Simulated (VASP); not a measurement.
# WS2 (R3m) in VASP: single point with PBEsol

Aim: the single point of WS2 with PBEsol.

Everything below comes from runs of VASP 6.6.1. Logs are shortened: lines on timing, memory, paths and dates and some standing lists are left out, and cuts for length are marked.

**1. The cell of the first run**

It takes space group R3m (No. 160, trigonal). The conventional cell has a = 3.411 Å, b = 3.411 Å, c = 19.969 Å, α = 90.00°, β = 90.00°, γ = 120.00°. W (site symmetry 3m) has 6 S at 2.58 to 2.61 Å within 3.4 Å. S (site symmetry 3m) has 3 W at 2.58 Å and 1 S at 3.38 Å within 3.4 Å. S (site symmetry 3m) has 3 W at 2.61 Å and 1 S at 3.38 Å within 3.4 Å.

**2. Single point, PBEsol (strain +0.080 along x and y, +0.080 along z)**

INCAR reads:

```
PREC = Accurate
ENCUT = 520
EDIFF = 1E-7
ISMEAR = 0
SIGMA = 0.05
LREAL = False
LASPH = True
NELM = 100
ALGO = Normal
ISIF = 2
LWAVE = False
LCHARG = False
GGA = PS
NBANDS = 20
```

KPOINTS reads:

```
regular mesh
0
Gamma
  12 12 12
```

POSCAR reads:

```
WS2
1.0
    1.7053204150      0.9845672007      6.6563964000
   -1.7053204150      0.9845672007      6.6563964000
    0.0000000000     -1.9691344013      6.6563964000
W S
1 2
Direct
    0.0000000000      0.0000000000      0.0000000000
    0.7503000000      0.7503000000      0.7503000000
    0.5810000000      0.5810000000      0.5810000000
```

Potentials or basis: VASP PAW PBE potentials, release 64 (W_sv, S).

Run with:

```
$ cat potpaw_PBE.64/W_sv/POTCAR potpaw_PBE.64/S/POTCAR > POTCAR
$ mpirun -np 1 vasp_std > vasp.out
```

OUTCAR:

```text
PREC = Accurate
   ENCUT = 520
   EDIFF = 1E-7
   ISMEAR = 0
   LREAL = False
   LASPH = True
   NELM = 100
   ISIF = 2
   GGA = PS

 ion  position               nearest neighbor table
   1  0.000  0.000  0.000-   2 2.58   2 2.58   2 2.58   3 2.61   3 2.61   3 2.61
   2  0.750  0.750  0.750-   1 2.58   1 2.58   1 2.58
   3  0.581  0.581  0.581-   1 2.61   1 2.61   1 2.61

  LATTYP: Found a trigonal (rhomboedric) cell.
 ALAT       =     6.9415490580
 COS(alpha) =     0.8792939096

  Lattice vectors:

 A1 = (   1.7053204150,   0.9845672007,   6.6563964000)
 A2 = (  -1.7053204150,   0.9845672007,   6.6563964000)
 A3 = (   0.0000000000,  -1.9691344013,   6.6563964000)

Analysis of symmetry for initial positions (statically):
=====================================================================
 Subroutine PRICEL returns:
 Original cell was already a primitive cell.

 Routine SETGRP: Setting up the symmetry group for a
 trigonal (rhombohedral) supercell.

 Subroutine GETGRP returns: Found  6 space group operations
 (whereof  6 operations were pure point group operations)
 out of a pool of 12 trial point group operations.

The static configuration has the point symmetry C_3v.

Analysis of symmetry for dynamics (positions and initial velocities):
=====================================================================
 Subroutine PRICEL returns:
 Original cell was already a primitive cell.

 Routine SETGRP: Setting up the symmetry group for a
 trigonal (rhombohedral) supercell.

 Subroutine GETGRP returns: Found  6 space group operations
 (whereof  6 operations were pure point group operations)
 out of a pool of 12 trial point group operations.

The dynamic configuration has the point symmetry C_3v.

 Subroutine INISYM returns: Found  6 space group operations
 (whereof  6 operations are pure point group operations),
 and found     1 'primitive' translations

----------------------------------------------------------------------------------------

                                     Primitive cell

  volume of cell :      67.0566

  direct lattice vectors                    reciprocal lattice vectors
     1.705320415  0.984567201  6.656396400     0.293200032  0.169279117  0.050077146
    -1.705320415  0.984567201  6.656396400    -0.293200032  0.169279117  0.050077146
     0.000000000 -1.969134401  6.656396400     0.000000000 -0.338558235  0.050077146

  length of vectors
     6.941549058  6.941549058  6.941549058     0.342241726  0.342241726  0.342241726

  position of ions in fractional coordinates (direct lattice)
     0.000000000  0.000000000  0.000000000
     0.750300000  0.750300000  0.750300000
     0.581000000  0.581000000  0.581000000

  ion indices of the primitive-cell ions
   primitive index   ion index
                 1           1
                 2           2
                 3           3

----------------------------------------------------------------------------------------

 KPOINTS: regular mesh

Automatic generation of k-mesh.
 Grid dimensions read from file:
 generate k-points for:   12   12   12

 Generating k-lattice:

  Cartesian coordinates                     Fractional coordinates (reciprocal lattice)
     0.024433336  0.014106593  0.004173095     0.083333333  0.000000000  0.000000000
    -0.024433336  0.014106593  0.004173095     0.000000000  0.083333333  0.000000000
     0.000000000 -0.028213186  0.004173095    -0.000000000 -0.000000000  0.083333333

  Length of vectors
     0.028520144  0.028520144  0.028520144

  Shift w.r.t. Gamma in fractional coordinates (k-lattice)
     0.000000000  0.000000000  0.000000000

 Subroutine IBZKPT returns following result:
 ===========================================

 Found    189 irreducible k-points:

 Following reciprocal coordinates:
            Coordinates               Weight
  0.000000  0.000000  0.000000      1.000000
  0.083333  0.000000  0.000000      6.000000
  0.166667  0.000000  0.000000      6.000000
  0.250000  0.000000 -0.000000      6.000000
  0.333333 -0.000000 -0.000000      6.000000
  0.416667 -0.000000  0.000000      6.000000
[... 16 lines left out ...]
  0.500000  0.166667  0.000000     12.000000
 -0.416667  0.166667  0.000000     12.000000
 [... further k-points ...]
   k-points           NKPTS =    189   k-points in BZ     NKDIM =    189   number of bands    NBANDS=     20
   number of dos      NEDOS =    301   number of ions     NIONS =      3
   total plane-waves  NPLWV = 157464
   dimension x,y,z NGX =    54 NGY =   54 NGZ =   54
   dimension x,y,z NGXF=   108 NGYF=  108 NGZF=  108
   ions per type =               1   2
   NGX,Y,Z   is equivalent  to a cutoff of  12.93, 12.93, 12.93 a.u.
   NGXF,Y,Z  is equivalent  to a cutoff of  25.87, 25.87, 25.87 a.u.
 SYSTEM =  unknown system
   PREC   = accura    normal or accurate (medium, high low for compatibility)
   ISTART =      0    job   : 0-new  1-cont  2-samecut
   ICHARG =      2    charge: 1-file 2-atom 10-const
   ISPIN  =      1    spin polarized calculation?
   LNONCOLLINEAR =      F non collinear calculations
   LSORBIT =      F    spin-orbit coupling
   LASPH  =      T    aspherical Exc in radial PAW
   ENCUT  =  520.0 eV  38.22 Ry    6.18 a.u.  12.91 12.91 12.91*2*pi/ulx,y,z
   NELM   =    100;   NELMIN=  2; NELMDL= -5     # of ELM steps
   EDIFF  = 0.1E-06   stopping-criterion for ELM
   LREAL  =      F    real-space projection
   EDIFFG = 0.1E-05   stopping-criterion for IOM
   NSW    =      0    number of steps for IOM
   IBRION =     -1    ionic relax: 0-MD 1-quasi-New 2-CG
   NFREE  =      0    steps in history (QN), initial steepest desc. (CG)
   ISIF   =      2    stress and relaxation
   ISYM   =      2    0-nonsym 1-usesym 2-fastsym
   POTIM  = 0.5000    time-step for ionic-motion
   TEBEG  =    0.0;   TEEND  =   0.0 temperature during run
   PSTRESS=    0.0 pullay stress
   NELECT =      26.0000    total number of electrons
   NUPDOWN=      -1.0000    fix difference up-down
   EMIN   =  10.00;   EMAX   =-10.00  energy-range for DOS
   EFERMI =   0.00;   METHOD = LEGACY
   ISMEAR =     0;   SIGMA  =   0.05  broadening in eV -4-tet -1-fermi 0-gaus
   EFERMI_NEDOS =   21; number of points for ismear=-14 and -15
   IALGO  =     38    algorithm
   IMIX   =      4    mixing-type and parameters
     AMIX     =   0.40;   BMIX     =  1.00
     AMIX_MAG =   1.60;   BMIX_MAG =  1.00
  volume/ion in A,a.u.               =      22.35       150.84
  Fermi-wavevector in a.u.,A,eV,Ry     =   1.193765  2.255888 19.389307  1.425074
  Thomas-Fermi vector in A             =   2.329771
   LORBIT       =      0    0 simple, 1 ext, 2 COOP (PROOUT), +10 PAW based schemes
   GGA     = PS    functional components
   LHFCALC =     F    Hartree Fock is set to
   AEXX    =    0.0000 exact exchange contribution
   IVDW    =     0    specifies the selected vdW correction
   LEPSILON=     F    determine dielectric tensor
   LRPA    =     F    only Hartree local field effects (RPA)
 non-spin polarized calculation
 Gauss-broadening in eV      SIGMA  =   0.05
  energy-cutoff  :      520.00
  volume of cell :       67.06
 maximum number of plane-waves:      1830
 NGX is ok and might be reduce to    54
   NGX = 25   NGY = 25   NGZ = 25

 number of electron      26.0000002 magnetization

 Free energy of the ion-electron system (eV)
  ---------------------------------------------------
  ext. energy  EPLUGINS =         0.00000000
  ---------------------------------------------------
  free energy    TOTEN  =       -23.99294882 eV

  energy without entropy =      -23.99294882  energy(sigma->0) =      -23.99294882

 E-fermi :   4.7946     XC(G=0): -10.0071

 val. band max:        4.5656200857   @ k =   0.5000   0.5000   0.5000
 cond. band min:       5.6432692477   @ k =  -0.1667   0.1667   0.0000
 fundamental gap:      1.0776491620
 Fermi energy:         4.7945884665

 k-point     1 :       0.0000    0.0000    0.0000
  band No.  band energies     occupation
      1     -70.2204      2.00000
      2     -34.2778      2.00000
      3     -34.2481      2.00000
      4     -34.2481      2.00000
      5      -9.3337      2.00000
      6      -8.0908      2.00000
[... 12 lines left out ...]
     19      11.6432      0.00000
     20      12.7057      0.00000

 k-point     2 :       0.0833    0.0000    0.0000
  band No.  band energies     occupation
      1     -70.2201      2.00000
      2     -34.2763      2.00000
      3     -34.2576      2.00000
      4     -34.2504      2.00000
      5      -9.2521      2.00000
      6      -8.0581      2.00000
[... 12 lines left out ...]
     19      12.0596      0.00000
     20      12.8266      0.00000

 k-point     3 :       0.1667    0.0000    0.0000
  band No.  band energies     occupation
      1     -70.2191      2.00000
      2     -34.2834      2.00000
      3     -34.2721      2.00000
      4     -34.2567      2.00000
      5      -9.0200      2.00000
      6      -7.9655      2.00000
[... 12 lines left out ...]
     19      12.7217      0.00000
     20      13.0218      0.00000

 k-point     4 :       0.2500    0.0000   -0.0000
  band No.  band energies     occupation
      1     -70.2177      2.00000
      2     -34.3184      2.00000
      3     -34.2664      2.00000
      4     -34.2653      2.00000
      5      -8.6764      2.00000
      6      -7.8302      2.00000
[... 12 lines left out ...]
     19      12.0415      0.00000
     20      12.7454      0.00000

 k-point     5 :       0.3333   -0.0000   -0.0000
  band No.  band energies     occupation
      1     -70.2164      2.00000
      2     -34.3531      2.00000
      3     -34.2738      2.00000
      4     -34.2608      2.00000
      5      -8.2923      2.00000
      6      -7.6828      2.00000
[... 12 lines left out ...]
     19      11.1665      0.00000
     20      12.0734      0.00000
[... 353 lines left out ...]
      6      -7.7830      2.00000
[... 12 lines left out ...]
     19      12.1623      0.00000
     20      13.2080      0.00000

 k-point    22 :       0.4167    0.1667    0.0000
  band No.  band energies     occupation
      1     -70.2159      2.00000
      2     -34.3532      2.00000
      3     -34.2898      2.00000
      4     -34.2587      2.00000
      5      -8.1288      2.00000
      6      -7.6451      2.00000
[... 12 lines left out ...]
     19      11.7969      0.00000
     20      12.9011      0.00000

 k-point    23 :       0.5000    0.1667    0.0000
  band No.  band energies     occupation
      1     -70.2150      2.00000
      2     -34.3702      2.00000
      3     -34.3002      2.00000
      4     -34.2551      2.00000
      5      -7.8539      2.00000
      6      -7.5308      2.00000
[... 12 lines left out ...]
     19      11.6476      0.00000
     20      12.6791      0.00000

 k-point    24 :      -0.4167    0.1667    0.0000
  band No.  band energies     occupation
      1     -70.2147      2.00000
      2     -34.3763      2.00000
      3     -34.3040      2.00000
      4     -34.2538      2.00000
      5      -7.7526      2.00000
      6      -7.4802      2.00000
[... 12 lines left out ...]
     19      11.6196      0.00000
     20      12.6231      0.00000

 [... further k-points ...]

------------------------ aborting loop because EDIFF is reached ----------------------------------------

  FORCE on cell =-STRESS in cart. coord.  units (eV):
  Direction    XX          YY          ZZ          XY          YZ          ZX
  --------------------------------------------------------------------------------------
  -------------------------------------------------------------------------------------
  Total       -9.6538232     -9.6538232    -10.3249413      0.0000000     -0.0000000      0.0000000
  in kB     -230.6577968   -230.6577968   -246.6927525      0.0000000     -0.0000000      0.0000000
  external PRESSURE =    -236.0027820 kB  Pullay stress =       0.0000000 kB

 VOLUME and BASIS-vectors are now :
 -----------------------------------------------------------------------------
  energy-cutoff  :      520.00
  volume of cell :       67.06
      direct lattice vectors                 reciprocal lattice vectors
     1.705320415  0.984567201  6.656396400     0.293200032  0.169279117  0.050077146
    -1.705320415  0.984567201  6.656396400    -0.293200032  0.169279117  0.050077146
     0.000000000 -1.969134401  6.656396400     0.000000000 -0.338558235  0.050077146

 POSITION                                       TOTAL-FORCE (eV/Angst)
 -----------------------------------------------------------------------------------
      0.00000      0.00000      0.00000         0.000000     -0.000000     -0.334407
      0.00000      0.00000     14.98288         0.000000     -0.000000     -2.808380
      0.00000      0.00000     11.60210         0.000000      0.000000      3.142787
 -----------------------------------------------------------------------------------
    total drift:                               -0.000000     -0.000000     -0.000017

  FREE ENERGIE OF THE ION-ELECTRON SYSTEM (eV)
  ---------------------------------------------------
  free  energy   TOTEN  =       -23.9929488165 eV

  energy  without entropy=      -23.9929488165  energy(sigma->0) =      -23.99294882
```

Run time: 14 min. Hardware: 1 thread of Intel Xeon 6975P-C, shared host; peak memory 0.53 GiB.

Results:

```
Free energy            : -23.9929 eV
Pressure               : -23.6 GPa
Largest force          : 3.143 eV/Å
Band gap on the k mesh : 1.08 eV, indirect (least direct gap 1.37 eV)
```

Forces in eV/Å, atoms in the order of the input:
```
W    0.000  0.000 -0.334
S    0.000  0.000 -2.808
S    0.000  0.000  3.143
```

Levels at points of the mesh, in eV from the valence-band top:
```csv
k point,band 10,band 11,band 12,band 13,band 14,band 15,band 16,band 17
"(0.00, 0.00, 0.00)",-1.70,-1.70,-1.30,-0.59,1.85,1.85,1.98,1.98
"(0.50, 0.00, 0.00)",-3.12,-2.10,-1.48,-1.09,1.78,2.06,3.05,3.09
"(0.50, 0.50, 0.00)",-3.06,-2.47,-1.62,-1.01,1.75,2.11,2.75,3.35
"(0.50, 0.50, 0.50)",-2.59,-1.68,-1.68,0.00,1.83,1.83,1.98,1.98
```

Caveat: the cell differs from its parent crystal (strain +0.080 along x and y, +0.080 along z); the PAW data sets were made with another functional, which shifts forces and pressure a little; spin-orbit coupling is left out, which moves the levels of the heavy elements.
